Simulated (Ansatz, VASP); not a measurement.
Two plane-wave programs on HfBr2

INCAR

```
PREC = Accurate
ENCUT = 520
EDIFF = 1E-6
ISMEAR = 0
SIGMA = 0.1
LREAL = F
LASPH = T
NELM = 100
ALGO = Normal
ISIF = 2
LWAVE = F
LCHARG = F
GGA = PE
NBANDS = 19
```

The input KPOINTS:

```
regular mesh
0
Gamma
  6 6 6
```

POSCAR

```
HfBr2
1.0
    0.0000000000      3.3796716056      3.3796716056
    3.3796716056      0.0000000000      3.3796716056
    3.3796716056      3.3796716056      0.0000000000
Hf Br
1 2
Direct
    0.0000000000      0.0000000000      0.0000000000
    0.2500000000      0.2500000000      0.2500000000
    0.7500000000      0.7500000000      0.7500000000
```

Input for Ansatz:

```yaml
crystal:
  lattice:
    - [0.0, 3.3796716056, 3.3796716056]
    - [3.3796716056, 0.0, 3.3796716056]
    - [3.3796716056, 3.3796716056, 0.0]
  atoms:
    - { symbol: Hf, position: [0.0, 0.0, 0.0] }
    - { symbol: Br, position: [0.25, 0.25, 0.25] }
    - { symbol: Br, position: [0.75, 0.75, 0.75] }
basis:
  ecutwfc: 420
kpoints:
  mp_grid: { grid: [6, 6, 6] }
hamiltonian:
  xc: pbe
scf:
  occupations: { method: gaussian, width: 0.1 }
  lower_state_search: "off"
output:
  forces: true
  stress: true
  eigenvalues: true
```

Alike in both runs: task single point; functional PBE; k mesh 6 × 6 × 6; occupations gaussian, width 0.1 eV; no spin polarisation.

|  | VASP | Ansatz |
| --- | --- | --- |
| version | VASP 6.6.1 | Ansatz 0.2.0 |
| potentials or method | VASP PAW PBE potentials, release 64 (Hf_pv, Br), cutoff 520 eV | scalar-relativistic, plane waves, PAW |
| valence electrons in the cell | 24 | 40 |

```tsv
	VASP	Ansatz	Ansatz less VASP
gap on the k mesh at the Fermi level (eV)	none	none	-
pressure (GPa)	-3.1	-2.8	+0.31
```

A gap of «none» marks a metal or a gap that the smearing closes. With one functional, cell and mesh, what is left measures potentials, basis and numerics. VASP's potentials hold 24 valence electrons a cell and Ansatz's 40, so a difference there can come from the potentials and not from the codes.

Spin-orbit coupling is off throughout.
